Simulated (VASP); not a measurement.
Sb:

```
Sb
1.0
     2.15420    1.24373    3.75800
    -2.15420    1.24373    3.75800
     0.00000   -2.48746    3.75800
Sb
2
Direct
  0.76651 0.76651 0.76651
  0.23349 0.23349 0.23349
```

| Property | Result |
| --- | --- |
| Program | VASP 6.6.1 |
| Task | relaxation of cell and atoms |
| Functional | PBE exchange alone |
| Potentials or basis | VASP PAW PBE potentials, release 64 (Sb_d_GW) |
| Cutoff | 500 eV |
| k mesh | 8 × 8 × 8 |
| Occupations | fermi-dirac, width 0.05 eV |
| Spin | no spin polarisation |

At the start: pressure 12.3 GPa; volume 30.21 Å³/atom.

Question: Where does the relaxation end?

Answer: Over 16 steps the energy falls by 362.3 meV/atom and the volume is 47.41 Å³/atom (+56.9 %); space group R-3m (No. 166, to 0.05 Å).

Step by step:
```csv
step,energy change (eV),largest force (eV/Å),pressure (GPa),volume (Å³)
1,0.0000,0.2995,12.30,60.41
2,-0.4402,0.8636,-2.14,83.03
3,-0.4940,0.6434,0.18,75.89
4,-0.5344,0.5242,0.23,76.89
5,-0.6097,0.0033,0.54,79.92
6,-0.6153,0.2823,0.79,81.33
7,-0.6443,0.2050,0.09,85.00
8,-0.6634,0.0842,-0.71,90.69
9,-0.6653,0.0370,-0.97,93.05
10,-0.6997,0.0813,-0.35,93.09
11,-0.6895,0.2077,1.22,92.09
12,-0.7185,0.1516,0.34,92.90
13,-0.7200,0.1722,0.65,92.72
14,-0.7096,0.2024,-0.33,95.99
15,-0.7224,0.0526,0.34,93.84
16,-0.7246,0.0092,0.00,94.81
```

Final structure:
```
Sb
1.0
     2.23987    1.29319    5.45540
    -2.23987    1.29319    5.45540
     0.00000   -2.58638    5.45540
Sb
2
Direct
  0.78460 0.78460 0.78460
  0.21540 0.21540 0.21540
```

Caveat: the volume moved by over 15 % at a fixed basis, so the end points are rough; the volume moved by +57 % from the deposited cell, more than functionals usually miss.
